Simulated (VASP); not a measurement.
# TiO2 (Pbca) in VASP: electric field gradients with r2SCAN

Aim: the electric field gradients of TiO2 with r2SCAN.

Program: VASP 6.6.1. These are calculated values, not measurements. Logs are shortened: lines on timing, memory, paths and dates and some standing lists are left out, and cuts for length are marked.

### Step 1. The cell of the first run

Symmetry: Pbca, No. 61, orthorhombic system. The conventional cell has a = 5.145 Å, b = 9.184 Å, c = 5.447 Å, α = 90.00°, β = 90.00°, γ = 90.00°. Within 2.5 Å of Ti (site symmetry 1) lie 6 O at 1.86 to 2.07 Å. Within 2.6 Å of O (site symmetry 1) lie 3 Ti at 1.86 to 2.01 Å and 2 O at 2.51 to 2.53 Å. O (site symmetry 1) has 3 Ti at 1.92 to 2.07 Å and 1 O at 2.53 Å within 2.6 Å.

### Step 2. Electric field gradients, r2SCAN

Input file POSCAR:

```
TiO2
1.0
    5.1450000000      0.0000000000      0.0000000000
    0.0000000000      9.1840000000      0.0000000000
    0.0000000000      0.0000000000      5.4470000000
Ti O
8 16
Direct
    0.1389099612      0.1289821072      0.9051278503
    0.6389099612      0.3710178928      0.0948721497
    0.8610900388      0.6289821072      0.5948721497
    0.3610900388      0.8710178928      0.4051278503
    0.8610900388      0.8710178928      0.0948721497
    0.3610900388      0.6289821072      0.9051278503
    0.1389099612      0.3710178928      0.4051278503
    0.6389099612      0.1289821072      0.5948721497
    0.8156300342      0.0095724890      0.8506469175
    0.3156300342      0.4904275110      0.1493530825
    0.1843699658      0.5095724890      0.6493530825
    0.6843699658      0.9904275110      0.3506469175
    0.1843699658      0.9904275110      0.1493530825
    0.6843699658      0.5095724890      0.8506469175
    0.8156300342      0.4904275110      0.3506469175
    0.3156300342      0.0095724890      0.6493530825
    0.4641058467      0.2301473938      0.8909193146
    0.9641058467      0.2698526062      0.1090806854
    0.5358941533      0.7301473938      0.6090806854
    0.0358941533      0.7698526062      0.3909193146
    0.5358941533      0.7698526062      0.1090806854
    0.0358941533      0.7301473938      0.8909193146
    0.4641058467      0.2698526062      0.3909193146
    0.9641058467      0.2301473938      0.6090806854
```

Input file INCAR.step1:

```
PREC = Accurate
ENCUT = 520
ISMEAR = -1
SIGMA = 0.02
LREAL = Auto
LASPH = T
NELM = 60
NBANDS = 114
GGA = PE
ALGO = Normal
EDIFF = 1E-4
LWAVE = T
LCHARG = F
KPAR = 4
```

Input file INCAR.step2:

```
PREC = Accurate
ENCUT = 520
EDIFF = 1E-8
ISMEAR = -1
SIGMA = 0.02
LREAL = Auto
LASPH = T
NELM = 60
ALGO = Normal
ISIF = 2
LWAVE = F
LCHARG = F
METAGGA = R2SCAN
LMIXTAU = T
LEFG = T
NBANDS = 114
ISTART = 1
KPAR = 4
```

Input file KPOINTS:

```
regular mesh
0
Gamma
  5 3 4
```

Potentials or basis: VASP PAW PBE potentials, release 64 (Ti_sv, O).

The run is started by

```sh
$ cat potpaw_PBE.64/Ti_sv/POTCAR potpaw_PBE.64/O/POTCAR > POTCAR
$ cp INCAR.step1 INCAR
$ mpirun -np 4 vasp_std > vasp.out
$ cp INCAR.step2 INCAR
$ mpirun -np 4 vasp_std > vasp.out
```

OUTCAR:

```text
PREC = Accurate
   ENCUT = 520
   EDIFF = 1E-8
   ISMEAR = -1
   LREAL = Auto
   LASPH = T
   NELM = 60
   ISIF = 2
   METAGGA = R2SCAN
   ISTART = 1

 ion  position               nearest neighbor table
   1  0.139  0.129  0.905-  13 1.86  17 1.92  18 1.93  16 1.99   9 2.01  24 2.07
   2  0.639  0.371  0.095-  14 1.86  18 1.92  17 1.93  15 1.99  10 2.01  23 2.07
   3  0.861  0.629  0.595-  15 1.86  19 1.92  20 1.93  14 1.99  11 2.01  22 2.07
   4  0.361  0.871  0.405-  16 1.86  20 1.92  19 1.93  13 1.99  12 2.01  21 2.07
   5  0.861  0.871  0.095-   9 1.86  21 1.92  22 1.93  12 1.99  13 2.01  20 2.07
   6  0.361  0.629  0.905-  10 1.86  22 1.92  21 1.93  11 1.99  14 2.01  19 2.07
   7  0.139  0.371  0.405-  11 1.86  23 1.92  24 1.93  10 1.99  15 2.01  18 2.07
   8  0.639  0.129  0.595-  12 1.86  24 1.92  23 1.93   9 1.99  16 2.01  17 2.07
   9  0.816  0.010  0.851-   5 1.86   8 1.99   1 2.01
  10  0.316  0.490  0.149-   6 1.86   7 1.99   2 2.01
  11  0.184  0.510  0.649-   7 1.86   6 1.99   3 2.01
  12  0.684  0.990  0.351-   8 1.86   5 1.99   4 2.01
  13  0.184  0.990  0.149-   1 1.86   4 1.99   5 2.01
  14  0.684  0.510  0.851-   2 1.86   3 1.99   6 2.01
[... 8 lines left out ...]
  23  0.464  0.270  0.391-   7 1.92   8 1.93   2 2.07
  24  0.964  0.230  0.609-   8 1.92   7 1.93   1 2.07

  LATTYP: Found a simple orthorhombic cell.
 ALAT       =     5.1450000000
 B/A-ratio  =     1.0586977648
 C/A-ratio  =     1.7850340136

  Lattice vectors:

 A1 = (  -5.1450000000,   0.0000000000,   0.0000000000)
 A2 = (   0.0000000000,   0.0000000000,   5.4470000000)
 A3 = (   0.0000000000,   9.1840000000,   0.0000000000)

Analysis of symmetry for initial positions (statically):
=====================================================================
 Subroutine PRICEL returns:
 Original cell was already a primitive cell.

 Routine SETGRP: Setting up the symmetry group for a
 simple orthorhombic supercell.

 Subroutine GETGRP returns: Found  8 space group operations
 (whereof  2 operations were pure point group operations)
 out of a pool of  8 trial point group operations.

The static configuration has the point symmetry S_2 .
 The point group associated with its full space group is D_2h.

Analysis of symmetry for dynamics (positions and initial velocities):
=====================================================================
 Subroutine PRICEL returns:
 Original cell was already a primitive cell.

 Routine SETGRP: Setting up the symmetry group for a
 simple orthorhombic supercell.

 Subroutine GETGRP returns: Found  8 space group operations
 (whereof  2 operations were pure point group operations)
 out of a pool of  8 trial point group operations.

The dynamic configuration has the point symmetry S_2 .
 The point group associated with its full space group is D_2h.

 Subroutine INISYM returns: Found  8 space group operations
 (whereof  2 operations are pure point group operations),
 and found     1 'primitive' translations

----------------------------------------------------------------------------------------

                                     Primitive cell

  volume of cell :     257.3799

  direct lattice vectors                    reciprocal lattice vectors
     5.145000000  0.000000000  0.000000000     0.194363460  0.000000000  0.000000000
     0.000000000  9.184000000  0.000000000     0.000000000  0.108885017  0.000000000
     0.000000000  0.000000000  5.447000000     0.000000000  0.000000000  0.183587296

  length of vectors
     5.145000000  9.184000000  5.447000000     0.194363460  0.108885017  0.183587296

  position of ions in fractional coordinates (direct lattice)
     0.138909961  0.128982107  0.905127850
     0.638909961  0.371017893  0.094872150
     0.861090039  0.628982107  0.594872150
     0.361090039  0.871017893  0.405127850
     0.861090039  0.871017893  0.094872150
     0.361090039  0.628982107  0.905127850
[... 16 lines left out ...]
     0.464105847  0.269852606  0.390919315
     0.964105847  0.230147394  0.609080685

  ion indices of the primitive-cell ions
   primitive index   ion index
                 1           1
                 2           2
                 3           3
                 4           4
                 5           5
                 6           6
[... 16 lines left out ...]
                23          23
                24          24
[... 54 lines left out ...]
   NGXF,Y,Z  is equivalent  to a cutoff of  25.85, 25.34, 25.64 a.u.
 SYSTEM =  unknown system
   PREC   = accura    normal or accurate (medium, high low for compatibility)
   ISTART =      1    job   : 0-new  1-cont  2-samecut
   ICHARG =      0    charge: 1-file 2-atom 10-const
   ISPIN  =      1    spin polarized calculation?
   LNONCOLLINEAR =      F non collinear calculations
   LSORBIT =      F    spin-orbit coupling
   LASPH  =      T    aspherical Exc in radial PAW
   ENCUT  =  520.0 eV  38.22 Ry    6.18 a.u.   9.57 17.08 10.13*2*pi/ulx,y,z
   NELM   =     60;   NELMIN=  2; NELMDL=  0     # of ELM steps
   EDIFF  = 0.1E-07   stopping-criterion for ELM
   LREAL  =      T    real-space projection
   EDIFFG = 0.1E-06   stopping-criterion for IOM
   NSW    =      0    number of steps for IOM
   IBRION =     -1    ionic relax: 0-MD 1-quasi-New 2-CG
   NFREE  =      0    steps in history (QN), initial steepest desc. (CG)
   ISIF   =      2    stress and relaxation
   ISYM   =      2    0-nonsym 1-usesym 2-fastsym
   POTIM  = 0.5000    time-step for ionic-motion
   TEBEG  =    0.0;   TEEND  =   0.0 temperature during run
   PSTRESS=    0.0 pullay stress
   NELECT =     192.0000    total number of electrons
   NUPDOWN=      -1.0000    fix difference up-down
   EMIN   =  10.00;   EMAX   =-10.00  energy-range for DOS
   EFERMI =   0.00;   METHOD = LEGACY
   ISMEAR =    -1;   SIGMA  =   0.02  broadening in eV -4-tet -1-fermi 0-gaus
   EFERMI_NEDOS =   21; number of points for ismear=-14 and -15
   IALGO  =     38    algorithm
   IMIX   =      4    mixing-type and parameters
     AMIX     =   0.40;   BMIX     =  1.00
     AMIX_MAG =   1.60;   BMIX_MAG =  1.00
  volume/ion in A,a.u.               =      10.72        72.37
  Fermi-wavevector in a.u.,A,eV,Ry     =   1.484740  2.805751 29.993396  2.204452
  Thomas-Fermi vector in A             =   2.598239
   LORBIT       =      0    0 simple, 1 ext, 2 COOP (PROOUT), +10 PAW based schemes
   METAGGA = R2SCAN    functional components
   LHFCALC =     F    Hartree Fock is set to
   AEXX    =    0.0000 exact exchange contribution
   IVDW    =     0    specifies the selected vdW correction
   LEPSILON=     F    determine dielectric tensor
   LRPA    =     F    only Hartree local field effects (RPA)
 non-spin polarized calculation
  energy-cutoff  :      520.00
  volume of cell :      257.38
 maximum number of plane-waves:      6952
 NGX is ok and might be reduce to    40
   NGX = 19   NGY = 35   NGZ = 21

 number of electron     191.9999989 magnetization

 Free energy of the ion-electron system (eV)
  ---------------------------------------------------
  ext. energy  EPLUGINS =         0.00000000
  ---------------------------------------------------
  free energy    TOTEN  =      -279.33052619 eV

  energy without entropy =     -279.33052619  energy(sigma->0) =     -279.33052619

 E-fermi :   4.2779     XC(G=0): -11.9186

 val. band max:        3.7857308022   @ k =   0.0000   0.0000   0.0000
 cond. band min:       6.5324495638   @ k =   0.0000   0.0000   0.0000
 fundamental gap:      2.7467187617
 Fermi energy:         4.2779267162

 k-point     1 :       0.0000    0.0000    0.0000
  band No.  band energies     occupation
      1     -54.8798      2.00000
      2     -54.8697      2.00000
      3     -54.8561      2.00000
      4     -54.8473      2.00000
      5     -54.8469      2.00000
      6     -54.8459      2.00000
[... 1987 lines left out ...]
    107       7.5898      0.00000
    108       7.5898      0.00000
 [bands above 108 left out]

------------------------ aborting loop because EDIFF is reached ----------------------------------------

  FORCE on cell =-STRESS in cart. coord.  units (eV):
  Direction    XX          YY          ZZ          XY          YZ          ZX
  --------------------------------------------------------------------------------------
  -------------------------------------------------------------------------------------
  Total        0.7052032      1.5769340      1.9957717      0.0000000      0.0000000     -0.0000000
  in kB        4.3898553      9.8163371     12.4235817      0.0000000      0.0000000     -0.0000000
  external PRESSURE =       8.8765914 kB  Pullay stress =       0.0000000 kB

 VOLUME and BASIS-vectors are now :
 -----------------------------------------------------------------------------
  energy-cutoff  :      520.00
  volume of cell :      257.38
      direct lattice vectors                 reciprocal lattice vectors
     5.145000000  0.000000000  0.000000000     0.194363460  0.000000000  0.000000000
     0.000000000  9.184000000  0.000000000     0.000000000  0.108885017  0.000000000
     0.000000000  0.000000000  5.447000000     0.000000000  0.000000000  0.183587296

 POSITION                                       TOTAL-FORCE (eV/Angst)
 -----------------------------------------------------------------------------------
      0.71469      1.18457      4.93023        -0.028255     -0.015687     -0.095921
      3.28719      3.40743      0.51677        -0.028255      0.015687      0.095921
      4.43031      5.77657      3.24027         0.028255     -0.015687      0.095921
      1.85781      7.99943      2.20673         0.028255      0.015687     -0.095921
      4.43031      7.99943      0.51677         0.028255      0.015687      0.095921
      1.85781      5.77657      4.93023         0.028255     -0.015687     -0.095921
[... 16 lines left out ...]
      2.38782      2.47833      2.12934         0.018061      0.016409     -0.050726
      4.96032      2.11367      3.31766         0.018061     -0.016409      0.050726
 -----------------------------------------------------------------------------------
    total drift:                                0.000000      0.000000      0.000000

  FREE ENERGIE OF THE ION-ELECTRON SYSTEM (eV)
  ---------------------------------------------------
  free  energy   TOTEN  =      -279.3305261853 eV

  energy  without entropy=     -279.3305261853  energy(sigma->0) =     -279.33052619

 Electric field gradients (V/A^2)
---------------------------------------------------------------------
 ion       V_xx      V_yy      V_zz      V_xy      V_xz      V_yz
---------------------------------------------------------------------
   1       0.530    -8.440     7.910    -3.574    12.978     8.796
   2       0.530    -8.440     7.910     3.574   -12.978     8.796
   3       0.530    -8.440     7.910     3.574    12.978    -8.796
   4       0.530    -8.440     7.910    -3.574   -12.978    -8.796
   5       0.530    -8.440     7.910    -3.574    12.978     8.796
   6       0.530    -8.440     7.910     3.574   -12.978     8.796
[... 16 lines left out ...]
  23       3.864    -6.522     2.657    -5.855     1.582   -21.598
  24       3.864    -6.522     2.657     5.855    -1.582   -21.598
---------------------------------------------------------------------

 Electric field gradients after diagonalization (V/A^2)
 (convention: |V_zz| > |V_xx| > |V_yy|)
----------------------------------------------------------------------
 ion       V_xx      V_yy      V_zz     asymmetry (V_yy - V_xx)/ V_zz
----------------------------------------------------------------------
   1     -17.347    -1.322    18.669       0.858
   2     -17.347    -1.322    18.669       0.858
   3     -17.347    -1.322    18.669       0.858
   4     -17.347    -1.322    18.669       0.858
   5     -17.347    -1.322    18.669       0.858
   6     -17.347    -1.322    18.669       0.858
[... 16 lines left out ...]
  23      21.536     2.931   -24.467       0.760
  24      21.536     2.931   -24.467       0.760
----------------------------------------------------------------------

           NMR quadrupolar parameters

 Cq : quadrupolar parameter    Cq=e*Q*V_zz/h
 eta: asymmetry parameters     (V_yy - V_xx)/ V_zz
 Q  : nuclear electric quadrupole moment in mb (millibarn)
----------------------------------------------------------------------
 ion       Cq(MHz)       eta       Q (mb)
----------------------------------------------------------------------
   1       0.045       0.858       1.000
   2       0.045       0.858       1.000
   3       0.045       0.858       1.000
   4       0.045       0.858       1.000
   5       0.045       0.858       1.000
   6       0.045       0.858       1.000
[... 16 lines left out ...]
  23      -0.059       0.760       1.000
  24      -0.059       0.760       1.000
----------------------------------------------------------------------
```

Run time: 12 min. Hardware: 4 MPI ranks of Intel Xeon Platinum 8488C (Sapphire Rapids), shared host; peak memory 0.57 GiB.

Results:

| Property | Result |
| --- | --- |
| Free energy | -279.3305 eV |
| Pressure | 0.9 GPa |
| Largest force | 0.109 eV/Å |
| Band gap on the k mesh | 2.75 eV |
| Largest electric field gradient by atom | Ti +18.7; O -19.9, -24.5 (each value once) V/Å² |

Forces in eV/Å, atoms in the order of the input:
```
Ti  -0.028 -0.016 -0.096
Ti  -0.028  0.016  0.096
Ti   0.028 -0.016  0.096
Ti   0.028  0.016 -0.096
Ti   0.028  0.016  0.096
Ti   0.028 -0.016 -0.096
Ti  -0.028  0.016 -0.096
Ti  -0.028 -0.016  0.096
O    0.062  0.087 -0.022
O    0.062 -0.087  0.022
O   -0.062  0.087  0.022
O   -0.062 -0.087 -0.022
O   -0.062 -0.087  0.022
O   -0.062  0.087 -0.022
O    0.062 -0.087 -0.022
O    0.062  0.087  0.022
O    0.018 -0.016 -0.051
O    0.018  0.016  0.051
O   -0.018 -0.016  0.051
O   -0.018  0.016 -0.051
O   -0.018  0.016  0.051
O   -0.018 -0.016 -0.051
O    0.018  0.016 -0.051
O    0.018 -0.016  0.051
```

Electric field gradients, principal values (V/Å²):
| atom | least | middle | greatest (by size) |
| --- | --- | --- | --- |
| 1 Ti | -1.322 | -17.347 | 18.669 |
| 2 Ti | -1.322 | -17.347 | 18.669 |
| 3 Ti | -1.322 | -17.347 | 18.669 |
| 4 Ti | -1.322 | -17.347 | 18.669 |
| 5 Ti | -1.322 | -17.347 | 18.669 |
| 6 Ti | -1.322 | -17.347 | 18.669 |
| 7 Ti | -1.322 | -17.347 | 18.669 |
| 8 Ti | -1.322 | -17.347 | 18.669 |
| 9 O | 0.138 | 19.725 | -19.863 |
| 10 O | 0.138 | 19.725 | -19.863 |
| 11 O | 0.138 | 19.725 | -19.863 |
| 12 O | 0.138 | 19.725 | -19.863 |
| 13 O | 0.138 | 19.725 | -19.863 |
| 14 O | 0.138 | 19.725 | -19.863 |
| 15 O | 0.138 | 19.725 | -19.863 |
| 16 O | 0.138 | 19.725 | -19.863 |
| 17 O | 2.931 | 21.536 | -24.467 |
| 18 O | 2.931 | 21.536 | -24.467 |
| 19 O | 2.931 | 21.536 | -24.467 |
| 20 O | 2.931 | 21.536 | -24.467 |
| 21 O | 2.931 | 21.536 | -24.467 |
| 22 O | 2.931 | 21.536 | -24.467 |
| 23 O | 2.931 | 21.536 | -24.467 |
| 24 O | 2.931 | 21.536 | -24.467 |

Caveat: without QUAD_EFG the Cq values of the log hold for a quadrupole moment of 1 mb, not for the nuclei; the PAW data sets were made with another functional, which shifts forces and pressure a little. A k mesh can miss the band edges.
